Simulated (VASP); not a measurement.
# Ti in VASP: notebook, part 3 of 3

VASP 6.6.1. Earlier steps stand in the parts before.

## 5. Electric field gradients, LDA (equal xy, yz and zx shear strains of -1 %)

File INCAR:

```
SYSTEM = Ti
PREC = Accurate
ENCUT = 520
EDIFF = 1E-8
ISMEAR = -1
SIGMA = 0.05
LREAL = .False.
LASPH = .True.
NELM = 100
ALGO = Normal
ISIF = 2
LWAVE = .False.
LCHARG = .False.
LEFG = .True.
NBANDS = 12
```

File KPOINTS:

```
Automatic mesh
0
Gamma
  15 15 15
  0 0 0
```

File POSCAR:

```
Ti
1.0
   -0.0203000000      2.0198500000      2.0198500000
    2.0198500000     -0.0203000000      2.0198500000
    2.0198500000      2.0198500000     -0.0203000000
Ti
1
Direct
    0.0000000000      0.0000000000      0.0000000000
```

Potentials or basis: VASP PAW LDA potentials, release 64 (Ti_sv).

The run is started by

```sh
cat potpaw_LDA.64/Ti_sv/POTCAR > POTCAR
mpirun -np 1 vasp_std > vasp.out
```

OUTCAR:

```text
SYSTEM = Ti
   PREC = Accurate
   ENCUT = 520
   EDIFF = 1E-8
   ISMEAR = -1
   LREAL = .False.
   LASPH = .True.
   NELM = 100
   ISIF = 2

 ion  position               nearest neighbor table
   1  0.000  0.000  0.000-

  LATTYP: Found a trigonal (rhomboedric) cell.
 ALAT       =     2.8565713950
 COS(alpha) =     0.4899250057

  Lattice vectors:

 A1 = (  -0.0203000000,   2.0198500000,   2.0198500000)
 A2 = (   2.0198500000,  -0.0203000000,   2.0198500000)
 A3 = (   2.0198500000,   2.0198500000,  -0.0203000000)

Analysis of symmetry for initial positions (statically):
=====================================================================
 Subroutine PRICEL returns:
 Original cell was already a primitive cell.

 Routine SETGRP: Setting up the symmetry group for a
 trigonal (rhombohedral) supercell.

 Subroutine GETGRP returns: Found 12 space group operations
 (whereof 12 operations were pure point group operations)
 out of a pool of 12 trial point group operations.

The static configuration has the point symmetry D_3d.

Analysis of symmetry for dynamics (positions and initial velocities):
=====================================================================
 Subroutine PRICEL returns:
 Original cell was already a primitive cell.

 Routine SETGRP: Setting up the symmetry group for a
 trigonal (rhombohedral) supercell.

 Subroutine GETGRP returns: Found 12 space group operations
 (whereof 12 operations were pure point group operations)
 out of a pool of 12 trial point group operations.

The dynamic configuration has the point symmetry D_3d.

[... 161 lines left out ...]
      9      10.9437      0.00000
     10      10.9437      0.00000
     11      23.9361      0.00000
     12      28.3700      0.00000
[... 331 lines left out ...]
 k-point    24 :       0.2000    0.1333    0.0000
  band No.  band energies     occupation
      1     -47.5231      2.00000
      2     -23.9815      2.00000
      3     -23.8261      2.00000
      4     -23.8172      2.00000
      5       3.5409      2.00000
      6       8.4265      0.66683
      7       9.6594      0.00000
      8       9.8400      0.00000
      9      10.2669      0.00000
     10      11.2102      0.00000
     11      24.4268      0.00000
     12      25.2767      0.00000

 [... further k-points ...]

------------------------ aborting loop because EDIFF is reached ----------------------------------------

  FORCE on cell =-STRESS in cart. coord.  units (eV):
  Direction    XX          YY          ZZ          XY          YZ          ZX
  --------------------------------------------------------------------------------------
  -------------------------------------------------------------------------------------
  Total       -0.5165316     -0.5165316     -0.5165316      0.0515173      0.0515173      0.0515173
  in kB      -49.4677382    -49.4677382    -49.4677382      4.9337600      4.9337600      4.9337600
  external PRESSURE =     -49.4677382 kB  Pullay stress =       0.0000000 kB

 VOLUME and BASIS-vectors are now :
 -----------------------------------------------------------------------------
  energy-cutoff  :      520.00
  volume of cell :       16.73
      direct lattice vectors                 reciprocal lattice vectors
    -0.020300000  2.019850000  2.019850000    -0.243842241  0.246317796  0.246317796
     2.019850000 -0.020300000  2.019850000     0.246317796 -0.243842241  0.246317796
     2.019850000  2.019850000 -0.020300000     0.246317796  0.246317796 -0.243842241

 POSITION                                       TOTAL-FORCE (eV/Angst)
 -----------------------------------------------------------------------------------
      0.00000      0.00000      0.00000         0.000000     -0.000000      0.000000
 -----------------------------------------------------------------------------------
    total drift:                               -0.000000      0.000000      0.000000

  FREE ENERGIE OF THE ION-ELECTRON SYSTEM (eV)
  ---------------------------------------------------
  free  energy   TOTEN  =        -8.4933732109 eV

  energy  without entropy=       -8.4791542778  energy(sigma->0) =       -8.48626374

 Electric field gradients (V/A^2)
---------------------------------------------------------------------
 ion       V_xx      V_yy      V_zz      V_xy      V_xz      V_yz
---------------------------------------------------------------------
   1       0.000     0.000    -0.000     2.349     2.349     2.349
---------------------------------------------------------------------

 Electric field gradients after diagonalization (V/A^2)
 (convention: |V_zz| > |V_xx| > |V_yy|)
----------------------------------------------------------------------
 ion       V_xx      V_yy      V_zz     asymmetry (V_yy - V_xx)/ V_zz
----------------------------------------------------------------------
   1      -2.349    -2.349     4.698       0.000
----------------------------------------------------------------------

           NMR quadrupolar parameters

 Cq : quadrupolar parameter    Cq=e*Q*V_zz/h
 eta: asymmetry parameters     (V_yy - V_xx)/ V_zz
 Q  : nuclear electric quadrupole moment in mb (millibarn)
----------------------------------------------------------------------
 ion       Cq(MHz)       eta       Q (mb)
----------------------------------------------------------------------
   1       0.011       0.000       1.000
----------------------------------------------------------------------
```

OSZICAR:

```text
N       E                     dE             d eps       ncg     rms          rms(c)
DAV:   1     0.859556514508E+02    0.85956E+02   -0.65753E+03  8280   0.121E+03
DAV:   2    -0.521313804060E+01   -0.91169E+02   -0.88654E+02  8368   0.296E+02
DAV:   3    -0.940304871285E+01   -0.41899E+01   -0.41431E+01 11540   0.644E+01
DAV:   4    -0.949100792855E+01   -0.87959E-01   -0.87862E-01  9208   0.832E+00
DAV:   5    -0.949325052930E+01   -0.22426E-02   -0.22425E-02  9900   0.117E+00    0.844E+00
DAV:   6    -0.850411879175E+01    0.98913E+00   -0.20388E+00  8980   0.209E+01    0.222E+00
DAV:   7    -0.848629228032E+01    0.17827E-01   -0.92744E-02 10116   0.328E+00    0.126E+00
DAV:   8    -0.849303683018E+01   -0.67445E-02   -0.39967E-02  8540   0.260E+00    0.161E-01
DAV:   9    -0.849334348476E+01   -0.30665E-03   -0.30452E-03 10432   0.632E-01    0.798E-02
DAV:  10    -0.849338512689E+01   -0.41642E-04   -0.31237E-04  8624   0.208E-01    0.118E-02
DAV:  11    -0.849337435375E+01    0.10773E-04   -0.21138E-05  9764   0.657E-02    0.118E-02
DAV:  12    -0.849337319998E+01    0.11538E-05   -0.40612E-06  8900   0.258E-02    0.159E-03
DAV:  13    -0.849337321619E+01   -0.16208E-07   -0.93329E-08  9760   0.320E-03    0.144E-03
DAV:  14    -0.849337321093E+01    0.52648E-08   -0.61652E-08  8712   0.357E-03
   1 F= -.84933732E+01 E0= -.84862637E+01  d E =-.142189E-01
```

stdout:

```text
POSCAR found type information on POSCAR Ti
 POSCAR found :  1 types and       1 ions
 scaLAPACK will be used
 LDA part: xc-table for (Slater(with rela. corr.)+CA(PZ))
 , standard interpolation
 POSCAR, INCAR and KPOINTS ok, starting setup
 FFT: planning ... GRIDC
 FFT: planning ... GRID_SOFT
 FFT: planning ... GRID
 WAVECAR not read
 entering main loop
ion   1
```

It took 2.1 min on 1 thread of AMD EPYC 7R13, shared host; peak memory 0.15 GiB.

What came out:

| Quantity | Value |
| --- | --- |
| Free energy | -8.4934 eV |
| Pressure | -4.9 GPa |
| Band gap on the k mesh | zero (band 6 reaches 9.26 eV, above the bottom of band 7 at 8.09 eV) |

Stress tensor (GPa, compression positive):
```
-4.95  0.49  0.49
 0.49 -4.95  0.49
 0.49  0.49 -4.95
```

Electric field gradients, principal values (V/Å²):
```tsv
atom	least	middle	greatest (by size)
1 Ti	-2.349	-2.349	4.698
```

Caveat: the cell differs from its parent crystal (equal xy, yz and zx shear strains of -1 %); without QUAD_EFG the Cq values of the log hold for a quadrupole moment of 1 mb, not for the nuclei.

## 6. The runs side by side

```tsv
cell	gap on the mesh (eV)	pressure (GPa)
a = 2.914, b = 2.914, c = 2.871 Å, angles 60.5, 60.5, 59.0°, 1 atom	none	-7.9
a = 2.828 Å, angles 62.0°, 1 atom	none	-4.9
a = 2.857 Å, angles 60.7°, 1 atom	none	-4.9
```

Alike in all rows: task electric field gradients; level LDA; potentials or basis VASP PAW LDA potentials, release 64 (Ti_sv); no spin polarisation; k mesh 15 × 15 × 15; cutoff (eV) 520; smearing fermi-dirac 0.05 eV.

Total energies depend on the potentials used, so only differences within one code and one set of settings carry meaning.
